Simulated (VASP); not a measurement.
Wanted: the native input for a VASP 6.6.1 run.

- Task: single point
- Functional: PBE
- Potentials or basis: VASP PAW PBE potentials, release 64 (Na_pv, Eu, C)
- Cutoff: 520 eV
- k mesh: 4 × 4 × 4
- Occupations: gaussian, width 0.1 eV
- Spin: collinear spin, ferromagnetic start
- Starting moments: [0.0, 7.0, 0.0, 0.0, 0.0, 0.0] μB
- Dipole correction: no
- Further INCAR settings: ALGO = Normal; EDIFF = 1e-06; NBANDS = 33

The structure of NaEuC4 lies in POSCAR:

```
NaEuC4
1.0
   -2.9053330373      2.9053330373      4.5125243646
    2.9053330373     -2.9053330373      4.5125243646
    2.9053330373      2.9053330373     -4.5125243646
Na Eu C
1 1 4
Direct
    0.0000000000      0.0000000000      0.0000000000
    0.5000000000      0.5000000000      0.0000000000
    0.0000000000      0.6080503065      0.6080503065
    0.0000000000      0.3919496935      0.3919496935
    0.6080503065      0.0000000000      0.6080503065
    0.3919496935      0.0000000000      0.3919496935
```

The cell was generated, and may not be a known phase.

The input as run:

INCAR

```
PREC = Accurate ; ENCUT = 520
EDIFF = 1E-6 ; ISMEAR = 0
SIGMA = 0.1 ; LREAL = False
LASPH = True ; NELM = 150
ALGO = Normal ; ISIF = 2
LWAVE = False ; LCHARG = False
ISPIN = 2 ; MAGMOM = 0 7 0 0 0 0
LORBIT = 11 ; LMAXMIX = 6
GGA = PE ; NBANDS = 33
```

KPOINTS

```
regular mesh
0
Gamma
  4 4 4
```

Potentials or basis: VASP PAW PBE potentials, release 64 (Na_pv, Eu, C).

Command:

```sh
$ cat potpaw_PBE.64/Na_pv/POTCAR potpaw_PBE.64/Eu/POTCAR potpaw_PBE.64/C/POTCAR > POTCAR
$ mpirun -np 1 vasp_std > vasp.out
```

It gave:

The pressure is 0.1 GPa. The largest force is 0.105 eV/Å. The net moment is 6.37 μB per cell and the site moments are Na -0.00; Eu +6.49; C -0.07 μB. The valence electrons inside the program's atomic spheres are Na 6.13; Eu 14.55; C 2.49.

Wall time 28 min on 1 thread of Oxide Virtual Turin-like Processor (shared host), peak memory 0.43 GiB.
